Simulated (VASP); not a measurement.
Here is a VASP 6.6.1 calculation.

File INCAR:

```
SYSTEM = SnSe2
  PREC = Accurate
  ENCUT = 520
  EDIFF = 1E-6
  ISMEAR = -1
  SIGMA = 0.05
  LREAL = .False.
  LASPH = .True.
  NELM = 100
  ALGO = Normal
  ISIF = 2
  LWAVE = .False.
  LCHARG = .False.
  GGA = PS
  NBANDS = 20
```

The input KPOINTS:

```
Automatic mesh
0
Gamma
  8 8 5
  0 0 0
```

Contents of POSCAR:

```
SnSe2
1.0
    3.8857444663      0.0000000000      0.0000000000
   -1.9428722331      3.3651534204      0.0000000000
    0.0000000000      0.0000000000      6.2563442784
Sn Se
1 2
Direct
    0.0000000000      0.0000000000      0.0000000000
    0.6666666667      0.3333333333      0.7510000000
    0.3333333333      0.6666666667      0.2490000000
```

Potentials or basis: VASP PAW PBE potentials, release 64 (Sn_d, Se).

The run is started by

```bash
$ cat potpaw_PBE.64/Sn_d/POTCAR potpaw_PBE.64/Se/POTCAR > POTCAR
$ mpirun -np 1 vasp_std > vasp.out
```

(1) What does it give for the pressure?

(2) Predict the band gap on the k mesh.

Answers

(1) -1.3 GPa.

(2) 0.66 eV (least direct gap 0.77 eV).

Caveat: the PAW data sets were made with another functional, which shifts forces and pressure a little; spin-orbit coupling is left out, which moves the levels of the heavy elements; an odd mesh through Γ misses points on the zone boundary, where band edges can lie; this functional lacks dispersion, which binds the layers, so the pressure and a relaxed spacing across them are unreliable.
